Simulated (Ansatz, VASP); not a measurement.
## Two plane-wave programs on MgO

```
CELL_PARAMETERS angstrom
0.00000 2.10217 2.10217
2.10217 0.00000 2.10217
2.10217 2.10217 0.00000
ATOMIC_POSITIONS crystal
Mg 0.00000 0.00000 0.00000
O 0.50000 0.50000 0.50000
```

Alike in both runs: task single point; functional r2SCAN; k mesh 10 × 10 × 10; no spin polarisation.

```csv
,VASP,Ansatz
version,VASP 6.6.1,Ansatz 0.2.0
potentials or method,"VASP PAW PBE potentials, release 64 (Mg_sv, O)","plane waves, PAW"
plane-wave cutoff (eV),660,500
occupations,"gaussian, width 0.01 eV",fixed
valence electrons in the cell,16,16
```

```tsv
	VASP	Ansatz	Ansatz less VASP
gap on the k mesh at the Fermi level (eV)	5.71	5.68	-0.027
pressure (GPa)	-0.2	0.0	+0.18
```

VASP's potentials were made for PBE, not for r2SCAN.
